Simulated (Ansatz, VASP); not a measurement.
# Two plane-wave programs on Fe

File INCAR:

```
SYSTEM = Fe
  ALGO = Normal
  EDIFF = 1E-8
  ENCUT = 520
  GGA = PE
  GGA_COMPAT = .FALSE.
  ISIF = 2
  ISMEAR = -1
  LASPH = .TRUE.
  LCHARG = .FALSE.
  LEFG = .TRUE.
  LREAL = .FALSE.
  LWAVE = .FALSE.
  NBANDS = 15
  NELM = 120
  PREC = Accurate
  SIGMA = 0.08
```

The input KPOINTS:

```
k-points
0
G
  17 17 10
  0 0 0
```

POSCAR

```
Fe
1.0
    2.4341575853      0.0000000000      0.0000000000
   -1.2170787927      2.1080423057      0.0000000000
    0.0000000000      0.0000000000      3.7650957806
Fe
2
Direct
    0.3333333333      0.6666666667      0.2500000000
    0.6666666667      0.3333333333      0.7500000000
```

Input for Ansatz:

```yaml
crystal:
  lattice:
    - [2.4341575853, 0.0, 0.0]
    - [-1.2170787927, 2.1080423057, 0.0]
    - [0.0, 0.0, 3.7650957806]
  atoms:
    - { symbol: Fe, position: [0.3333333333, 0.6666666667, 0.25] }
    - { symbol: Fe, position: [0.6666666667, 0.3333333333, 0.75] }
kpoints:
  mp_grid: { grid: [17, 17, 10] }
scf:
  occupations: { method: fermi_dirac, width: 0.08 }
hamiltonian:
  xc: pbe
  pseudopotentials: { kind: paw }
output:
  forces: true
  stress: true
  eigenvalues: true
  efg: { contact_densities: true }
```

Change from the starting cell: zz strain of -2 %, PAW files.

Alike in both runs: task electric field gradients; functional PBE; k mesh 17 × 17 × 10; occupations fermi-dirac, width 0.08 eV; no spin polarisation.

```csv
,VASP,Ansatz
version,VASP 6.6.1,Ansatz 0.2.0
potentials or method,"VASP PAW PBE potentials, release 64 (Fe)","PAW with Ansatz's default frozen-core files, scalar-relativistic"
plane-wave cutoff (eV),520,420
valence electrons in the cell,16,32
```

VASP gave:

- pressure (GPa): 17.5
- traceless stress, the component that is largest in VASP (GPa): 7.85
- size of Vzz on the site where it differs most (V/Å²): 13.1

**Question.** Estimate Ansatz's values.

**Answer.** Pressure (GPa): 18.4; traceless stress, the component that is largest in VASP (GPa): 8.23; size of Vzz on the site where it differs most (V/Å²): 6.9.

The functional is the same, so the differences come from potentials, cutoffs and numerics. VASP's potentials hold 16 valence electrons a cell and Ansatz's 32, so a difference there can come from the potentials and not from the codes.
